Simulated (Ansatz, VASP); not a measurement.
One calculation of Y4N, two programs

```
Y N
1.0
     4.97828    0.00000    0.00000
     0.00000    4.97828    0.00000
     0.00000    0.00000    4.97828
Y N
4 1
Direct
  0.00000 0.00000 0.00000
  0.50000 0.50000 0.00000
  0.50000 0.00000 0.50000
  0.00000 0.50000 0.50000
  0.50000 0.50000 0.50000
```

Change from the starting cell: species swapped into the Ni4N type (Pm-3m, No. 221).

Alike in both runs: functional PBE; k mesh 4 × 4 × 4; occupations gaussian, width 0.1 eV; no spin polarisation.

Ansatz relaxed the structure, and its values are those at the end. VASP's run is a single point on that final structure, the one shown.

|  | VASP | Ansatz |
| --- | --- | --- |
| version | VASP 6.6.1 | Ansatz 0.2.0 |
| potentials or method | VASP PAW PBE potentials, release 64 (Y_sv, N), cutoff 520 eV | scalar-relativistic, plane waves, PAW |
| valence electrons in the cell | 49 | 49 |

Ansatz gave:

- gap on the k mesh at the Fermi level (eV): none
- pressure (GPa): 0.2

Q: What did VASP give for the same quantities?

A: gap on the k mesh at the Fermi level (eV): none; pressure (GPa): 0.1.

A gap of «none» marks a metal or a gap that the smearing closes. The functional is the same, so the differences come from potentials, cutoffs and numerics.
